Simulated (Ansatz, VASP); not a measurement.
One calculation of AlN, two programs

```xyz
2
Lattice="0.0000 2.2032 2.2032 2.2032 0.0000 2.2032 2.2032 2.2032 0.0000" Properties=species:S:1:pos:R:3 pbc="T T T"
Al    0.0000    0.0000    0.0000
N     3.3048    3.3048    3.3048
```

Change from the starting cell: species swapped into the ZnO type (F-43m, No. 216).

Alike in both runs: task relaxation of cell and atoms; functional PBE; k mesh 10 × 10 × 10; occupations gaussian, width 0.02 eV; no spin polarisation.

|  | VASP | Ansatz |
| --- | --- | --- |
| version | VASP 6.6.1 | Ansatz 0.2.0 |
| potentials or method | VASP PAW PBE potentials, release 64 (Al, N), cutoff 600 eV | scalar-relativistic, plane waves, PAW |
| valence electrons in the cell | 8 | 8 |

VASP gave:

```
gap on the k mesh at the Fermi level, each at its own relaxed structure (eV) : 3.31
relaxed volume (Å³/atom)                                                     : 10.65
relaxed cell length with the largest relative difference (Å)                 : 3.111
```

Estimate Ansatz's values.

gap on the k mesh at the Fermi level, each at its own relaxed structure (eV): 3.31; relaxed volume (Å³/atom): 10.67; relaxed cell length with the largest relative difference (Å): 3.114.
